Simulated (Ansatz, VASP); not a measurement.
## Two plane-wave programs on P

```
CELL_PARAMETERS angstrom
1.75394 -1.85013 0.00000
1.75394 1.85013 0.00000
0.00000 0.00000 2.84069
ATOMIC_POSITIONS crystal
P 0.00000 0.00000 0.00000
```

Alike in both runs: task relaxation of cell and atoms; functional PBE; k mesh 6 × 6 × 6; occupations gaussian, width 0.1 eV; no spin polarisation.

```csv
,VASP,Ansatz
version,VASP 6.6.1,Ansatz 0.2.0
potentials or method,"VASP PAW PBE potentials, release 64 (P), cutoff 600 eV","scalar-relativistic, plane waves, PAW"
valence electrons in the cell,5,5
```

Ansatz gave:

| Item | Value |
| --- | --- |
| gap on the k mesh at the Fermi level, each at its own relaxed structure (eV) | none |
| relaxed volume (Å³/atom) | 14.62 |
| relaxed cell length with the largest relative difference (Å) | 2.495 |

Problem. Estimate VASP's values.

Solution. gap on the k mesh at the Fermi level, each at its own relaxed structure (eV): none; relaxed volume (Å³/atom): 14.60; relaxed cell length with the largest relative difference (Å): 2.494.

A gap of «none» marks a metal or a gap that the smearing closes.

The k mesh is coarse, so the values compare programs but aren't converged. Noted on VASP's run: the volume moved by over 15 % at a fixed basis, so the end points are rough.
